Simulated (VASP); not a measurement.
# Ca (Fm-3m) in VASP: a series of runs, part 2 of 2

VASP 6.6.1. The steps go on from the part before.

## 3. Single point, PBE

INCAR reads:

```
  PREC = Accurate
  ENCUT = 520
  EDIFF = 1E-6
  ISMEAR = -1
  SIGMA = 0.3
  LREAL = False
  LASPH = True
  NELM = 80
  ALGO = Normal
  ISIF = 2
  LWAVE = False
  LCHARG = False
  GGA = PE
  NBANDS = 11
```

KPOINTS reads:

```
regular mesh
0
Gamma
  10 10 10
```

POSCAR reads:

```
Ca
1.0
    0.0000000000      2.7627089163      2.7627089163
    2.7627089163      0.0000000000      2.7627089163
    2.7627089163      2.7627089163      0.0000000000
Ca
1
Direct
    0.0000000000      0.0000000000      0.0000000000
```

Potentials or basis: VASP PAW PBE potentials, release 64 (Ca_sv).

The run is started by

```bash
> cat potpaw_PBE.64/Ca_sv/POTCAR > POTCAR
> mpirun -np 1 vasp_std > vasp.out
```

OUTCAR:

```text
PREC = Accurate
   ENCUT = 520
   EDIFF = 1E-6
   ISMEAR = -1
   LREAL = False
   LASPH = True
   NELM = 80
   ISIF = 2
   GGA = PE

 ion  position               nearest neighbor table
   1  0.000  0.000  0.000-

  LATTYP: Found a face centered cubic cell.
 ALAT       =     5.5254178326

  Lattice vectors:

 A1 = (   0.0000000000,   2.7627089163,   2.7627089163)
 A2 = (   2.7627089163,   0.0000000000,   2.7627089163)
 A3 = (   2.7627089163,   2.7627089163,   0.0000000000)

Analysis of symmetry for initial positions (statically):
=====================================================================
 Subroutine PRICEL returns:
 Original cell was already a primitive cell.

 Routine SETGRP: Setting up the symmetry group for a
 face centered cubic supercell.

 Subroutine GETGRP returns: Found 48 space group operations
 (whereof 48 operations were pure point group operations)
 out of a pool of 48 trial point group operations.

The static configuration has the point symmetry O_h .

Analysis of symmetry for dynamics (positions and initial velocities):
=====================================================================
 Subroutine PRICEL returns:
 Original cell was already a primitive cell.

 Routine SETGRP: Setting up the symmetry group for a
 face centered cubic supercell.

 Subroutine GETGRP returns: Found 48 space group operations
 (whereof 48 operations were pure point group operations)
 out of a pool of 48 trial point group operations.

The dynamic configuration has the point symmetry O_h .

 Subroutine INISYM returns: Found 48 space group operations
 (whereof 48 operations are pure point group operations),
 and found     1 'primitive' translations

----------------------------------------------------------------------------------------

                                     Primitive cell

  volume of cell :      42.1731

[... 104 lines left out ...]
   IMIX   =      4    mixing-type and parameters
     AMIX     =   0.40;   BMIX     =  1.00
     AMIX_MAG =   1.60;   BMIX_MAG =  1.00
  volume/ion in A,a.u.               =      42.17       284.60
  Fermi-wavevector in a.u.,A,eV,Ry     =   1.013281  1.914823 13.969611  1.026737
  Thomas-Fermi vector in A             =   2.146440
   LORBIT       =      0    0 simple, 1 ext, 2 COOP (PROOUT), +10 PAW based schemes
   GGA     = PE    functional components
   LHFCALC =     F    Hartree Fock is set to
   AEXX    =    0.0000 exact exchange contribution
   IVDW    =     0    specifies the selected vdW correction
   LEPSILON=     F    determine dielectric tensor
   LRPA    =     F    only Hartree local field effects (RPA)
 non-spin polarized calculation
  energy-cutoff  :      520.00
  volume of cell :       42.17
 maximum number of plane-waves:      1158
 NGX is ok and might be reduce to    30
   NGX = 15   NGY = 15   NGZ = 15

 number of electron      10.0000001 magnetization

 Free energy of the ion-electron system (eV)
  ---------------------------------------------------
  ext. energy  EPLUGINS =         0.00000000
  ---------------------------------------------------
  free energy    TOTEN  =        -2.11067082 eV

  energy without entropy =       -1.75145178  energy(sigma->0) =       -1.93106130

 E-fermi :   1.9053     XC(G=0):  -7.7268

 val. band max:        1.8748805468   @ k =  -0.4000   0.4000   0.0000
 cond. band min:       1.9393849898   @ k =   0.5000   0.1000   0.0000
 fundamental gap:      0.0645044431
 Fermi energy:         1.9053073292

 k-point     1 :       0.0000    0.0000    0.0000
  band No.  band energies     occupation
      1     -39.9524      2.00000
      2     -20.8762      2.00000
      3     -20.8762      2.00000
      4     -20.8762      2.00000
      5      -2.0566      2.00000
      6       4.3533      0.00057
      7       4.3533      0.00057
      8       4.3533      0.00057
      9       5.4403      0.00002
     10       5.4403      0.00002
     11      11.0814      0.00000
[... 309 lines left out ...]
 k-point    24 :       0.4000    0.3000    0.0000
  band No.  band energies     occupation
      1     -39.9378      2.00000
      2     -20.9828      2.00000
      3     -20.9198      2.00000
      4     -20.9155      2.00000
      5       0.4677      1.98354
      6       2.8370      0.08575
      7       3.4932      0.01000
      8       5.3192      0.00002
      9       5.6254      0.00001
     10       6.0801      0.00000
     11       8.6319      0.00000

 [... further k-points ...]
[... 5 lines left out ...]
  --------------------------------------------------------------------------------------
  -------------------------------------------------------------------------------------
  Total        0.0530280      0.0530280      0.0530280     -0.0000000     -0.0000000     -0.0000000
  in kB        2.0145611      2.0145611      2.0145611     -0.0000000     -0.0000000     -0.0000000
  external PRESSURE =       2.0145611 kB  Pullay stress =       0.0000000 kB

 VOLUME and BASIS-vectors are now :
 -----------------------------------------------------------------------------
  energy-cutoff  :      520.00
  volume of cell :       42.17
      direct lattice vectors                 reciprocal lattice vectors
     0.000000000  2.762708916  2.762708916    -0.180981788  0.180981788  0.180981788
     2.762708916  0.000000000  2.762708916     0.180981788 -0.180981788  0.180981788
     2.762708916  2.762708916  0.000000000     0.180981788  0.180981788 -0.180981788

 POSITION                                       TOTAL-FORCE (eV/Angst)
 -----------------------------------------------------------------------------------
      0.00000      0.00000      0.00000        -0.000000     -0.000000      0.000000
 -----------------------------------------------------------------------------------
    total drift:                               -0.000000     -0.000000      0.000000

  FREE ENERGIE OF THE ION-ELECTRON SYSTEM (eV)
  ---------------------------------------------------
  free  energy   TOTEN  =        -2.1106708199 eV

  energy  without entropy=       -1.7514517760  energy(sigma->0) =       -1.93106130
```

stdout:

```text
POSCAR found type information on POSCAR Ca
 POSCAR found :  1 types and       1 ions
 scaLAPACK will be used
 LDA part: xc-table for (Slater+PW92), standard interpolation
 POSCAR, INCAR and KPOINTS ok, starting setup
 FFT: planning ... GRIDC
 FFT: planning ... GRID_SOFT
 FFT: planning ... GRID
 WAVECAR not read
 entering main loop
```

Wall time 30 s (1 thread of Intel Xeon 6975P-C, shared host); peak memory 0.17 GiB.

Results:

| Item | Value |
| --- | --- |
| Free energy | -2.1107 eV |
| Pressure | 0.2 GPa |
| Band gap on the k mesh | zero (band 5 reaches 2.10 eV, above the bottom of band 6 at 1.81 eV) |

## 4. Single point, PBE0

POSCAR reads:

```
Ca
1.0
    0.0000000000      2.7627089159      2.7627089159
    2.7627089159      0.0000000000      2.7627089159
    2.7627089159      2.7627089159      0.0000000000
Ca
1
Direct
    0.0000000000      0.0000000000      0.0000000000
```

INCAR.step1 reads:

```
SYSTEM = Ca
ALGO     = Normal         ! electronic algorithm
EDIFF    = 1E-5           ! SCF threshold, eV
ENCUT    = 520            ! plane-wave cutoff, eV
GGA      = PE             ! functional
ISIF     = 2              ! what is computed and relaxed
ISMEAR   = -1             ! smearing method
LASPH    = .TRUE.         ! aspherical terms in the spheres
LCHARG   = .FALSE.        ! write CHGCAR
LREAL    = .FALSE.        ! projectors in reciprocal space
LWAVE    = .TRUE.         ! write WAVECAR
NBANDS   = 11             ! bands
NELM     = 80             ! most SCF steps
PREC     = Accurate       ! precision mode
SIGMA    = 0.1            ! smearing width, eV
```

INCAR.step2 reads:

```
SYSTEM = Ca
AEXX     = 0.25           ! exact-exchange fraction
ALGO     = Normal         ! electronic algorithm
EDIFF    = 1E-7           ! SCF threshold, eV
ENCUT    = 520            ! plane-wave cutoff, eV
GGA      = PE             ! functional
ISIF     = 2              ! what is computed and relaxed
ISMEAR   = -1             ! smearing method
ISTART   = 1            
LASPH    = .TRUE.         ! aspherical terms in the spheres
LCHARG   = .FALSE.        ! write CHGCAR
LHFCALC  = .TRUE.         ! exact exchange
LREAL    = .FALSE.        ! projectors in reciprocal space
LWAVE    = .FALSE.        ! write WAVECAR
NBANDS   = 11             ! bands
NELM     = 80             ! most SCF steps
PREC     = Accurate       ! precision mode
PRECFOCK = Normal       
SIGMA    = 0.1            ! smearing width, eV
```

KPOINTS reads:

```
k-points
0
G
  5 5 5
  0 0 0
```

The run is started by

```bash
> cat potpaw_PBE.64/Ca_sv/POTCAR > POTCAR
> cp INCAR.step1 INCAR
> mpirun -np 1 vasp_std > vasp.out
> cp INCAR.step2 INCAR
> mpirun -np 1 vasp_std > vasp.out
```

Wall time 7.8 min (1 thread of Intel Xeon Platinum 8375C at 2.90GHz (Ice Lake), shared host); peak memory 0.18 GiB.

The run converged, but its numbers aren't listed here, since they failed a check.

Caveat: the k points lie up to 0.39 Å⁻¹ apart; the mesh shows a gap though the element is a metal; the PAW data sets were made with another functional, which shifts forces and pressure a little.
